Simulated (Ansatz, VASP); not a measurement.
## Si4Hg: VASP beside Ansatz

```
Si Hg
1.0
    -3.01871    3.01871    3.01871
     3.01871   -3.01871    3.01871
     3.01871    3.01871   -3.01871
Si Hg
4 1
Cartesian
  1.5094 1.5094 1.5094
  1.5094 1.5094 -1.5094
  1.5094 -1.5094 1.5094
  -1.5094 1.5094 1.5094
  0.0000 0.0000 0.0000
```

Alike in both runs: task relaxation of cell and atoms; functional PBE; k mesh 10 × 10 × 10; occupations gaussian, width 0.1 eV; no spin polarisation.

|  | VASP | Ansatz |
| --- | --- | --- |
| version | VASP 6.6.1 | Ansatz 0.2.0 |
| potentials or method | VASP PAW PBE potentials, release 64 (Si, Hg), cutoff 600 eV | scalar-relativistic, plane waves, PAW |
| valence electrons in the cell | 28 | 36 |

```csv
,VASP,Ansatz,Ansatz less VASP
"gap on the k mesh at the Fermi level, each at its own relaxed structure (eV)",none,none,-
relaxed volume (Å³/atom),22.29,22.19,-0.099
relaxed cell length with the largest relative difference (Å),5.251,5.243,-0.0078
```

A gap of «none» marks a metal or a gap that the smearing closes. VASP's potentials hold 28 valence electrons a cell and Ansatz's 36, so a difference there can come from the potentials and not from the codes.

Neither program's run includes spin-orbit coupling.
